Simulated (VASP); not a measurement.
As:

```
As
1.0
     2.14899    0.00000    0.00000
    -1.07450    1.86108    0.00000
     0.00000    0.00000    2.00606
As
1
Cartesian
  0.0000 0.0000 0.0000
```

Base run:

* Program: VASP 6.6.1
* Functional: PBE
* Potentials or basis: VASP PAW PBE potentials, release 64 (As)
* Cutoff: 520 eV
* k mesh: 15 × 15 × 14
* Occupations: fermi-dirac, width 0.05 eV
* Spin: no spin polarisation

Its results: pressure 527.3 GPa.

The run is repeated on the same cell with these changes: potentials or basis from VASP PAW PBE potentials, release 64 (As) to VASP PAW PBE potentials, release 64 (As_d); cutoff from 520 eV to 600 eV; further incar settings from ALGO = Normal; EDIFF = 1e-07; NBANDS = 8 to ALGO = Normal; EDIFF = 1e-06; NBANDS = 14; valence electrons from 5 to 15. What comes out?

Pressure 507.3 GPa.
